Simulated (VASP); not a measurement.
LaMn3, 4 atoms in the cell. Symmetry: Pm-3m, No. 221, cubic system. Conventional cell: a = 4.260 Å, b = 4.260 Å, c = 4.260 Å, α = 90.00°, β = 90.00°, γ = 90.00°. La (site symmetry m-3m) has 12 Mn at 3.01 Å within 4.0 Å. Mn (site symmetry 4/mmm) has 4 La at 3.01 Å and 8 Mn at 3.01 Å within 4.0 Å. 

| Quantity | Value |
| --- | --- |
| Program | VASP 6.6.1 |
| Task | single point |
| Functional | PBE |
| Potentials or basis | VASP PAW PBE potentials, release 64 (La, Mn_pv) |
| Cutoff | 520 eV |
| k mesh | 8 × 8 × 8 |
| Occupations | gaussian, width 0.05 eV |
| Spin | collinear spin, ferromagnetic start |
| Starting moments | [0.0, 3.66, 3.66, 3.66] μB |
| Dipole correction | no |
| Further INCAR settings | ALGO = Fast; EDIFF = 1e-06; NBANDS = 37 |

Potentials or basis: VASP PAW PBE potentials, release 64 (La, Mn_pv).

Command:

```sh
$ cat potpaw_PBE.64/La/POTCAR potpaw_PBE.64/Mn_pv/POTCAR > POTCAR
$ mpirun -np 1 vasp_std > vasp.out
```

Hardware: 1 thread of Intel(R) Xeon(R) 6975P-C (Granite Rapids), on a shared host.

**Question.** How long does it take, and how much memory?

**Answer.** It took 2.9 min on 1 thread of Intel(R) Xeon(R) 6975P-C (Granite Rapids) (shared host), peak memory 0.32 GiB. Counts: scf iterations 35, k points 35.
